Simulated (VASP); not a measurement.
Runs of VASP 6.6.1 on C. The structure is that of space group Fd-3m (No. 227), or close to it. The cells are those of the table. 

```tsv
task	potentials or basis	cell	k mesh	cutoff (eV)	smearing	second run	gap on the mesh (eV)	pressure (GPa)	relaxed volume (Å³/atom)
single point	VASP PAW PBE potentials, release 64 (C_h)	a = 2.513 Å, angles 60.0°, 2 atoms	12 × 12 × 12	910	gaussian 0.02 eV	hard_potentials	(a)	0.0	-
single point	VASP PAW PBE potentials, release 64 (C)	a = 2.513 Å, angles 60.0°, 2 atoms	8 × 8 × 8	520	gaussian 0.1 eV	-	4.03	1.1	-
single point	VASP PAW PBE potentials, release 64 (C)	a = 3.138 Å, angles 60.0°, 2 atoms	8 × 8 × 8	520	gaussian 0.1 eV	-	1.77	-77.9	-
single point	VASP PAW PBE potentials, release 64 (C)	a = 2.513 Å, angles 60.0°, 2 atoms	12 × 12 × 12	520	gaussian 0.02 eV	-	4.06	1.1	-
single point	VASP PAW PBE potentials, release 64 (C_h)	a = 2.513 Å, angles 60.0°, 2 atoms	8 × 8 × 8	910	gaussian 0.1 eV	hard_potentials	4.03	0.0	-
relaxation of cell and atoms	VASP PAW PBE potentials, release 64 (C)	relaxed from a = 3.138 Å, angles 60.0°, 2 atoms	8 × 8 × 8	600	gaussian 0.1 eV	-	4.03	0.0	5.62
relaxation of cell and atoms	VASP PAW PBE potentials, release 64 (C)	relaxed from a = 2.513 Å, angles 60.0°, 2 atoms	12 × 12 × 12	600	gaussian 0.02 eV	-	4.06	0.0	5.62
```

Alike in all rows: level PBEsol; no spin polarisation.

Question: Estimate the missing entries.

Answer: (a) 4.07.

Caveats: the PAW data sets were made with another functional, which shifts forces and pressure a little; the cutoff is under 1.25 times the usual one of these potentials, so pressure, stress and relaxed cells hold a basis-set (Pulay) error (some runs); the volume moved by over 15 % at a fixed basis, so the end points are rough (some runs).

A k mesh can miss the band edges.
